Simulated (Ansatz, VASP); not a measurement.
Two plane-wave programs on Ir

The input INCAR:

```
SYSTEM = Ir
PREC = Accurate
ENCUT = 520
EDIFF = 1E-6
ISMEAR = 0
SIGMA = 0.15
LREAL = .FALSE.
LASPH = .TRUE.
NELM = 80
ALGO = Fast
ISIF = 2
LWAVE = .FALSE.
LCHARG = .TRUE.
GGA = PE
LELF = .TRUE.
LVHAR = .TRUE.
NBANDS = 10
```

File KPOINTS:

```
Automatic mesh
0
G
  22 22 22
  0 0 0
```

POSCAR

```
Ir
1.0
    0.0000000000      1.9197000000      1.8477112500
    1.9197000000      0.0000000000      1.8477112500
    1.9197000000      1.9197000000      0.0000000000
Ir
1
Direct
    0.0000000000      0.0000000000      0.0000000000
```

Input for Ansatz:

```yaml
crystal:
  lattice:
    - [0.0, 1.9197, 1.84771125]
    - [1.9197, 0.0, 1.84771125]
    - [1.9197, 1.9197, 0.0]
  atoms:
    - { symbol: Ir, position: [0.0, 0.0, 0.0] }
basis:
  ecutwfc: 420
kpoints:
  mp_grid: { grid: [22, 22, 22] }
hamiltonian:
  xc: pbe
scf:
  occupations: { method: gaussian, width: 0.15 }
output:
  forces: true
  stress: true
  eigenvalues: true
```

Change from the starting cell: strain -0.0375 x Voigt [0, 0, 1, 0, 0, 0], atoms carried along.

Alike in both runs: task single point; functional PBE; k mesh 22 × 22 × 22; occupations gaussian, width 0.15 eV; no spin polarisation.

```csv
,VASP,Ansatz
version,VASP 6.6.1,Ansatz 0.2.0
potentials or method,"VASP PAW PBE potentials, release 64 (Ir), cutoff 520 eV","scalar-relativistic, plane waves, PAW"
valence electrons in the cell,9,17
```

```csv
,VASP,Ansatz,Ansatz less VASP
gap on the k mesh at the Fermi level (eV),none,none,-
pressure (GPa),26.7,26.0,-0.73
"traceless stress, the component that is largest in VASP (GPa)",10.29,10.34,+0.046
```

A gap of «none» marks a metal or a gap that the smearing closes. VASP's potentials hold 9 valence electrons a cell and Ansatz's 17, so a difference there can come from the potentials and not from the codes.

Spin-orbit coupling is off throughout.
